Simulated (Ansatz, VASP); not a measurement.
**In3GaN2 in VASP and in Ansatz**

```
CELL_PARAMETERS angstrom
5.66216 0.00000 0.00000
-2.83108 4.90358 0.00000
0.00000 0.00000 5.85789
ATOMIC_POSITIONS crystal
In 0.00000 0.00000 0.50000
In 0.33333 0.66667 0.00000
In 0.33333 0.66667 0.50000
Ga 0.00000 0.00000 0.00000
N 0.66667 0.33333 0.40503
N 0.66667 0.33333 0.59497
```

Change from the starting cell: species swapped into the Ce2NiGe3 type (P-6m2, No. 187).

Alike in both runs: functional PBE; k mesh 12 × 12 × 6; occupations gaussian, width 0.1 eV; no spin polarisation.

Ansatz relaxed the structure, and its values are those at the end. VASP's run is a single point on that final structure, the one shown.

```csv
,VASP,Ansatz
version,VASP 6.6.1,Ansatz 0.2.0
potentials or method,"VASP PAW PBE potentials, release 64 (In_d, Ga_d, N), cutoff 520 eV","scalar-relativistic, plane waves, PAW"
valence electrons in the cell,62,62
```

|  | VASP | Ansatz | Ansatz less VASP |
| --- | --- | --- | --- |
| gap on the k mesh at the Fermi level (eV) | none | none | - |
| pressure (GPa) | 0.5 | 0.0 | -0.49 |
| rms of the force components (eV/Å) | 0.507 | 0.001 | -0.5057 |

A gap of «none» marks a metal or a gap that the smearing closes. One of these differences is far larger than is usual between the two programs; its cause wasn't traced.

Noted on VASP's run: the standard files for N, O and F lose accuracy on very short bonds.
